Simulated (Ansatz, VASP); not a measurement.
SnO2: VASP beside Ansatz

Contents of INCAR:

```
SYSTEM = SnO2
ALGO = Normal
EDIFF = 1E-6
ENCUT = 520
GGA = PE
ISIF = 2
ISMEAR = 0
IVDW = 12
LASPH = .True.
LCHARG = .False.
LREAL = .False.
LWAVE = .False.
NBANDS = 35
NELM = 60
PREC = Accurate
SIGMA = 0.05
```

File KPOINTS:

```
k-points
0
Gamma
  8 6 6
  0 0 0
```

Contents of POSCAR:

```
SnO2
1.0
    1.6186264610     -2.8035432689      0.0000000000
    1.6186264610      0.9345144230      4.2918257460
   -4.8558793830     -2.8035432689      0.0000000000
Sn O
2 4
Direct
    0.5000000000      0.4385267298     -0.0188144674
    0.0000000000      0.5614732702      0.5188144674
    0.5000000000      0.7536670303      0.7751600430
    1.0000000000      0.7079330855      0.2120399956
    0.5000000000      0.2920669145      0.2879600044
    1.0000000000      0.2463329697      0.7248399570
```

Input for Ansatz:

```yaml
crystal:
  lattice:
    - [1.618626461, -2.8035432689, 0.0]
    - [1.618626461, 0.934514423, 4.291825746]
    - [-4.855879383, -2.8035432689, 0.0]
  atoms:
    - { symbol: Sn, position: [0.5, 0.4385267298, -0.0188144674] }
    - { symbol: Sn, position: [0.0, 0.5614732702, 0.5188144674] }
    - { symbol: O, position: [0.5, 0.7536670303, 0.775160043] }
    - { symbol: O, position: [1.0, 0.7079330855, 0.2120399956] }
    - { symbol: O, position: [0.5, 0.2920669145, 0.2879600044] }
    - { symbol: O, position: [1.0, 0.2463329697, 0.724839957] }
basis:
  ecutwfc: 520.0
kpoints:
  mp_grid: { grid: [8, 6, 6] }
hamiltonian:
  xc: pbe
  pseudopotentials: { kind: paw, azcp: { folder: soft_1 } }
  dispersion: d3bj
scf:
  occupations: { method: gaussian, width: 0.05 }
output:
  forces: true
  stress: true
  eigenvalues: true
```

Change from the starting cell: mode 4 frozen in at -0.264 Å and mode 5 at +0.000 Å (largest displacements).

Alike in both runs: task single point; functional PBE; dispersion D3(BJ); k mesh 8 × 6 × 6; occupations gaussian, width 0.05 eV; no spin polarisation.

|  | VASP | Ansatz |
| --- | --- | --- |
| version | VASP 6.6.1 | Ansatz 0.2.0 |
| potentials or method | VASP PAW PBE potentials, release 64 (Sn_d, O), cutoff 520 eV | scalar-relativistic, plane waves, PAW |
| valence electrons in the cell | 52 | 52 |

Ansatz gave:

* gap on the k mesh at the Fermi level (eV): 1.12
* least direct gap on the mesh (eV): 1.20
* pressure (GPa): -2.9
* traceless stress, the component that is largest in VASP (GPa): -1.23
* rms of the force components (eV/Å): 0.217

Which values does VASP return?

gap on the k mesh at the Fermi level (eV): 1.08; least direct gap on the mesh (eV): 1.16; pressure (GPa): -2.3; traceless stress, the component that is largest in VASP (GPa): -1.67; rms of the force components (eV/Å): 0.206.

Atom by atom the forces differ by 0.027 eV/Å (rms over components).
